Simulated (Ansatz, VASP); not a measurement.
SiC: VASP beside Ansatz

INCAR

```
SYSTEM = SiC
ALGO = Normal ; EDIFF = 1E-6
ENCUT = 600 ; GGA = PE
GGA_COMPAT = .FALSE. ; ISIF = 2
ISMEAR = 0 ; LASPH = .TRUE.
LCHARG = .FALSE. ; LREAL = .FALSE.
LWAVE = .FALSE. ; NBANDS = 16
NELM = 120 ; PREC = Accurate
SIGMA = 0.02
```

The input KPOINTS:

```
k-points
0
G
  6 6 4
  0 0 0
```

POSCAR

```
SiC
1.0
    3.0760000000      0.0000000000      0.0000000000
   -1.5380000000      2.6638941420      0.0000000000
    0.0000000000      0.0000000000      5.0480000000
Si C
2 2
Direct
    0.3333333333      0.6666666667      0.0000000000
    0.6666666667      0.3333333333      0.5000000000
    0.3333333333      0.6666666667      0.3850000000
    0.6666666667      0.3333333333      0.8850000000
```

Input for Ansatz:

```yaml
crystal:
  lattice:
    - [3.076, 0.0, 0.0]
    - [-1.538, 2.663894142, 0.0]
    - [0.0, 0.0, 5.048]
  atoms:
    - { symbol: Si, position: [0.3333333333, 0.6666666667, 0.0] }
    - { symbol: Si, position: [0.6666666667, 0.3333333333, 0.5] }
    - { symbol: C, position: [0.3333333333, 0.6666666667, 0.385] }
    - { symbol: C, position: [0.6666666667, 0.3333333333, 0.885] }
basis:
  ecutwfc: 420
kpoints:
  mp_grid: { grid: [6, 6, 4] }
hamiltonian:
  xc: pbe
scf:
  occupations: { method: gaussian, width: 0.02 }
output:
  forces: true
  stress: true
  eigenvalues: true
```

Alike in both runs: task single point; functional PBE; k mesh 6 × 6 × 4; occupations gaussian, width 0.02 eV; no spin polarisation.

```csv
,VASP,Ansatz
version,VASP 6.6.1,Ansatz 0.2.0
potentials or method,"VASP PAW PBE potentials, release 64 (Si, C), cutoff 600 eV","scalar-relativistic, plane waves, PAW"
valence electrons in the cell,16,16
```

Ansatz gave:

| Property | Result |
| --- | --- |
| gap on the k mesh at the Fermi level (eV) | 2.32 |
| least direct gap on the mesh (eV) | 4.08 |
| pressure (GPa) | 3.7 |
| traceless stress, the component that is largest in VASP (GPa) | -3.34 |
| rms of the force components (eV/Å) | 0.430 |

Problem. Which values does VASP return?

Solution. gap on the k mesh at the Fermi level (eV): 2.32; least direct gap on the mesh (eV): 4.07; pressure (GPa): 3.5; traceless stress, the component that is largest in VASP (GPa): -3.32; rms of the force components (eV/Å): 0.430.

Atom by atom the forces differ by 0.000 eV/Å (rms over components).
